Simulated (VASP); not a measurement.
The system is Pt.

```
Pt
1.0
     0.00000    1.93440    1.93440
     1.93440    0.00000    1.93440
     1.93440    1.93440    0.00000
Pt
1
Direct
  0.00000 0.00000 0.00000
```

This cell differs from its parent crystal: volume scaled by 0.96.

Base run:

- Program: VASP 6.6.1
- Functional: PBE
- Potentials or basis: VASP PAW PBE potentials, release 64 (Pt)
- Cutoff: 520 eV
- k mesh: 12 × 12 × 12
- Occupations: fermi-dirac, width 0.05 eV
- Spin: no spin polarisation

Its results: band gap on the k mesh zero (band 5 reaches 12.63 eV, above the bottom of band 6 at 10.22 eV); pressure 23.4 GPa.

Problem. The run is repeated on the same cell with these changes: functional from PBE to r2SCAN. What comes out?

Solution. Band gap on the k mesh zero (band 5 reaches 12.41 eV, above the bottom of band 6 at 9.86 eV); pressure 18.5 GPa.

Caveats: spin-orbit coupling is left out, which moves the levels of the heavy elements; the PAW data sets were made with another functional, which shifts forces and pressure a little (some runs).
